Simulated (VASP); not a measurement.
Here is a VASP 6.6.1 calculation.

Contents of INCAR:

```
SYSTEM = Au
PREC = Accurate
ENCUT = 520
EDIFF = 1E-7
ISMEAR = -1
SIGMA = 0.3
LREAL = .False.
LASPH = .True.
NELM = 100
ALGO = Normal
ISIF = 2
LWAVE = .False.
LCHARG = .False.
NBANDS = 12
```

Contents of KPOINTS:

```
regular mesh
0
Gamma
  13 13 13
  0 0 0
```

The input POSCAR:

```
Au
1.0
    0.0000000000      2.0229622709      2.0229622709
    2.0229622709      0.0000000000      2.0229622709
    2.0229622709      2.0229622709      0.0000000000
Au
1
Direct
    0.0000000000      0.0000000000      0.0000000000
```

Potentials or basis: VASP PAW LDA potentials, release 64 (Au).

Launch:

```bash
$ cat potpaw_LDA.64/Au/POTCAR > POTCAR
$ mpirun -np 1 vasp_std > vasp.out
```

Task: What does it give for the pressure?

Result: 1.0 GPa.
